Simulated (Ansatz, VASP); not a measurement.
# Al8N7 in VASP and in Ansatz

```xyz
15
Lattice="0.0000 4.4032 -4.4032 4.4032 4.4032 0.0000 4.4032 0.0000 -4.4032" Properties=species:S:1:pos:R:3 pbc="T T T"
Al    2.3056   -0.1040   -2.3056
Al    4.3873    2.2175   -2.2175
Al    2.2175    2.2175   -4.3873
Al    4.3873    4.3873   -4.3873
Al    4.2992   -0.1040   -4.2992
Al    6.7088    2.3056   -4.2992
Al    4.2992    2.3056   -6.7088
Al    6.6206    4.3873   -6.6206
N     3.3024    3.3024   -1.1259
N     1.1259    3.3024   -3.3024
N     3.3024    5.4788   -3.3024
N     3.3024    1.1259   -3.3024
N     5.4788    3.3024   -3.3024
N     3.3024    3.3024   -5.4788
N     5.5040    5.5040   -5.5040
```

Change from the starting cell: N vacancy (site c), charge +0, atoms relaxed at the host's cell.

Alike in both runs: functional PBE; k mesh 1 × 1 × 1; occupations gaussian, width 0.01 eV; collinear spin.

Ansatz relaxed the structure, and its values are those at the end. VASP's run is a single point on that final structure, the one shown.

|  | VASP | Ansatz |
| --- | --- | --- |
| version | VASP 6.6.1 | Ansatz 0.2.0 |
| potentials or method | VASP PAW PBE potentials, release 64 (Al, N), cutoff 520 eV | scalar-relativistic, plane waves, PAW |
| valence electrons in the cell | 59 | 59 |

Ansatz gave:

- gap on the k mesh at the Fermi level (eV): 1.49
- least direct gap on the mesh (eV): 1.49
- rms of the force components (eV/Å): 0.003
- net moment per atom (μB): 0.07

Question: Estimate VASP's values.

Answer: gap on the k mesh at the Fermi level (eV): 1.49; least direct gap on the mesh (eV): 1.49; rms of the force components (eV/Å): 0.008; net moment per atom (μB): 0.07.
